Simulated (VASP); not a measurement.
## TiH5: relaxation of cell and atoms with PBE

TiH5:

```xyz
6
Lattice="4.2511 0.0000 0.0000 -2.1255 3.6815 0.0000 0.0000 0.0000 3.4833" Properties=species:S:1:pos:R:3 pbc="T T T"
Ti    0.0000    0.0000    0.0000
H     0.0000    2.4543    0.0000
H     2.1255    1.2272    0.0000
H     2.1255    0.0000    1.7416
H     1.0628    1.8408    1.7416
H    -1.0628    1.8408    1.7416
```

The cell was generated, and may not be a known phase.

* Program: VASP 6.6.1
* Task: relaxation of cell and atoms
* Functional: PBE
* Potentials or basis: VASP PAW PBE potentials, release 64 (Ti_sv, H)
* Cutoff: 600 eV
* k mesh: 6 × 6 × 6
* Occupations: gaussian, width 0.1 eV
* Spin: no spin polarisation
* Dipole correction: no
* Further INCAR settings: ALGO = Normal; EDIFF = 1e-07; IBRION = 2; EDIFFG = -0.04; NSW = 90; ISIF = 3

* Relaxed volume: 4.73 Å³/atom
* Relaxed cell: a = 3.318 Å, b = 3.318 Å, c = 2.978 Å, α = 90.00°, β = 90.00°, γ = 120.00°
* Space group after relaxing (to 0.1 Å): P6/mmm (No. 191)
* Energy gained by relaxing: 640.2 meV/atom
* Ionic steps: 9
* Pressure after relaxing: 1.1 GPa
* Band gap on the k mesh: zero (an odd number of electrons rules out a gap without spin polarisation)

Stress tensor (GPa, compression positive):
```
1.17 0.00 0.00
0.00 1.17 0.00
0.00 0.00 1.09
```

The path:
```tsv
step	energy change (eV)	largest force (eV/Å)	pressure (GPa)	volume (Å³)
1	0.0000	0.0000	-27.81	54.51
2	-2.0606	0.0000	-27.73	42.99
3	-0.5464	0.0000	144.56	18.29
4	-3.4747	0.0000	-17.95	33.81
5	-3.7987	0.0000	8.17	27.06
6	-3.8302	0.0000	-1.12	28.72
7	-3.8313	0.0000	0.96	28.31
8	-3.8357	0.0000	1.01	28.33
9	-3.8414	0.0000	1.15	28.38
```

Final structure:
```cif
data_structure
_symmetry_space_group_name_H-M 'P 1'
_symmetry_Int_Tables_number 1
_cell_length_a 3.3176
_cell_length_b 3.3176
_cell_length_c 2.9778
_cell_angle_alpha 90.000
_cell_angle_beta 90.000
_cell_angle_gamma 120.000
_cell_volume 28.38
loop_
_atom_site_label
_atom_site_type_symbol
_atom_site_fract_x
_atom_site_fract_y
_atom_site_fract_z
_atom_site_occupancy
Ti1 Ti 0.00000 0.00000 0.00000 1
H1 H 0.33333 0.66667 0.00000 1
H2 H 0.66667 0.33333 0.00000 1
H3 H 0.50000 0.00000 0.50000 1
H4 H 0.50000 0.50000 0.50000 1
H5 H 0.00000 0.50000 0.50000 1
```

Levels at points of the mesh, in eV from the Fermi level:
| k point | band 4 | band 5 | band 6 | band 7 | band 8 | band 9 | band 10 | band 11 | band 12 |
| --- | --- | --- | --- | --- | --- | --- | --- | --- | --- |
| (0.00, 0.00, 0.00) | -32.76 | -12.62 | -3.13 | -1.40 | -1.40 | 0.55 | 2.53 | 2.53 | 5.66 |
| (0.50, 0.00, 0.00) | -32.75 | -9.10 | -8.09 | -1.74 | 0.79 | 1.22 | 2.22 | 2.29 | 2.70 |
| (0.00, 0.00, 0.50) | -32.89 | -8.87 | -8.44 | 0.39 | 0.39 | 0.94 | 0.94 | 1.71 | 3.44 |
| (0.50, 0.00, 0.50) | -32.93 | -7.28 | -5.10 | -4.76 | -3.72 | -1.15 | 2.39 | 2.98 | 4.59 |

Run time: 100 s on 1 thread of Intel(R) Xeon(R) 6975P-C (Granite Rapids), with other jobs on the host, peak memory 0.2 GiB.

Caveat: the volume moved by over 15 % at a fixed basis, so the end points are rough.
